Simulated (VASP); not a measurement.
## Si7O16 (a cell with a defect): single point with PBE

The system is Si7O16 (a cell with a defect).

```
CELL_PARAMETERS angstrom
-4.15010 -4.15010 0.00000
4.15010 -4.15010 0.00000
0.00000 0.00000 5.31500
ATOMIC_POSITIONS crystal
Si 0.49899 0.49886 0.99939
Si 0.99897 0.49873 0.24680
Si 0.49902 0.49886 0.49938
Si 0.99896 0.49866 0.75199
Si 0.49918 0.99876 0.24995
Si 0.99917 0.99877 0.49947
Si 0.49916 0.99877 0.74891
O 0.19565 0.49874 0.99941
O 0.99917 0.20481 0.26460
O 0.80235 0.49874 0.99941
O 0.99916 0.79276 0.26450
O 0.19767 0.49873 0.49938
O 0.99915 0.20471 0.73439
O 0.80039 0.49871 0.49936
O 0.99915 0.79265 0.73428
O 0.68549 0.99883 0.99944
O 0.49900 0.69292 0.25096
O 0.31284 0.99888 0.99944
O 0.49901 0.30470 0.25099
O 0.69365 0.99881 0.49941
O 0.49900 0.69293 0.74783
O 0.30469 0.99883 0.49941
O 0.49903 0.30472 0.74781
```

```yaml
Program: VASP 6.6.1
Task: single point
Functional: PBE
Potentials_or_basis: VASP PAW PBE potentials, release 64 (Si, O)
Cutoff: 520 eV
k_mesh: 2 × 2 × 2
Occupations: gaussian, width 0.02 eV
Spin: no spin polarisation
```

The pressure is 16.7 GPa. The largest force is 0.043 eV/Å and the band gap on the k mesh is zero (band 62 reaches 6.68 eV, above the bottom of band 63 at 6.41 eV).

Forces on the atoms (eV/Å):
```
Si  -0.009  0.009  0.002
Si   0.002 -0.012 -0.010
Si  -0.011  0.005  0.002
Si  -0.002 -0.009  0.012
Si   0.012 -0.006  0.041
Si  -0.004  0.000 -0.004
Si   0.009 -0.007 -0.041
O   -0.002 -0.004 -0.002
O   -0.006  0.011 -0.013
O    0.002  0.005 -0.004
O    0.005 -0.002 -0.010
O    0.000 -0.001  0.001
O   -0.004  0.006  0.011
O    0.010  0.008  0.005
O    0.006 -0.005  0.009
O   -0.020 -0.019 -0.004
O    0.009 -0.012  0.002
O    0.020  0.024 -0.002
O   -0.007  0.003 -0.004
O   -0.014 -0.008  0.003
O    0.007 -0.011 -0.001
O    0.009  0.017  0.003
O   -0.010  0.008  0.003
```

Stress tensor (GPa, compression positive):
```
15.52  0.42  0.00
 0.42 15.52  0.00
 0.00  0.00 19.09
```

Levels at points of the mesh, in eV from the Fermi level:
```
           k point  band 60  band 61  band 62  band 63  band 64  band 65
(0.00, 0.00, 0.00)    -0.06    -0.04     0.03     0.21     0.71     6.79
(0.50, 0.00, 0.00)    -0.25    -0.06    -0.04    -0.04     0.10     7.73
(0.00, 0.50, 0.00)    -0.54    -0.42    -0.16     0.31     0.32     7.48
(0.50, 0.50, 0.00)    -0.29    -0.19     0.01     0.10     0.33     8.41
(0.00, 0.00, 0.50)    -0.26    -0.09    -0.08     0.00     0.08     8.47
(0.50, 0.00, 0.50)    -0.11     0.00     0.12     0.16     0.29     8.90
(0.00, 0.50, 0.50)    -0.13    -0.12    -0.12    -0.01     0.05     8.56
(0.50, 0.50, 0.50)    -0.45    -0.44    -0.36    -0.15     0.14     9.72
```

Run time: 3.6 min on 1 thread of Intel(R) Xeon(R) Platinum 8259CL CPU @ 2.50GHz (Skylake/Cascade Lake), on a shared host, peak memory 0.31 GiB.

Caveat: the k points lie up to 0.59 Å⁻¹ apart.
